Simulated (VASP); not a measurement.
Write the native input for VASP 6.6.1 that does the following.

```
Task                   : single point
Functional             : PBE
Potentials or basis    : VASP PAW PBE potentials, release 64 (Hf_pv, O)
Cutoff                 : 520 eV
k mesh                 : 6 × 6 × 2
Occupations            : gaussian, width 0.1 eV
Spin                   : no spin polarisation
Dipole correction      : no
Further INCAR settings : ALGO = Normal; EDIFF = 1e-06; NBANDS = 22
```

The structure of HfO3 lies in POSCAR:

```
HfO3
1.0
    2.5125884400      0.0000000000      0.0000000000
   -1.2562942200      2.1759654200      0.0000000000
    0.0000000000      0.0000000000      7.7142373200
Hf O
1 3
Direct
    0.0000000000      0.0000000000      0.0000000000
    0.0000000000      0.0000000000      0.5000000000
    0.3333333300      0.6666666700      0.2531949900
    0.3333333300      0.6666666700      0.7468050100
```

These files were run (other wordings do the same):

INCAR

```
  PREC = Accurate
  ENCUT = 520
  EDIFF = 1E-6
  ISMEAR = 0
  SIGMA = 0.1
  LREAL = F
  LASPH = T
  NELM = 60
  ALGO = Normal
  ISIF = 2
  LWAVE = F
  LCHARG = F
  GGA = PE
  NBANDS = 22
```

KPOINTS

```
Automatic mesh
0
Gamma
  6 6 2
```

Potentials or basis: VASP PAW PBE potentials, release 64 (Hf_pv, O).

Launch:

```sh
$ cat potpaw_PBE.64/Hf_pv/POTCAR potpaw_PBE.64/O/POTCAR > POTCAR
$ mpirun -np 1 vasp_std > vasp.out
```

It gave:

```yaml
Pressure: 17.2 GPa
Largest_force: 3.455 eV/Å
Band_gap_on_the_k_mesh: zero (band 14 reaches 3.30 eV, above the bottom of band 15 at 2.18 eV)
```

Caveat: the k points lie up to 0.48 Å⁻¹ apart; spin-orbit coupling is left out, which moves the levels of the heavy elements; forces of over 1 eV/Å act on the atoms, so gaps and moduli don't describe the material at rest.

Run time: 16 s on 1 thread of Intel(R) Xeon(R) Platinum 8559C (Emerald Rapids), on a shared host, peak memory 0.16 GiB.
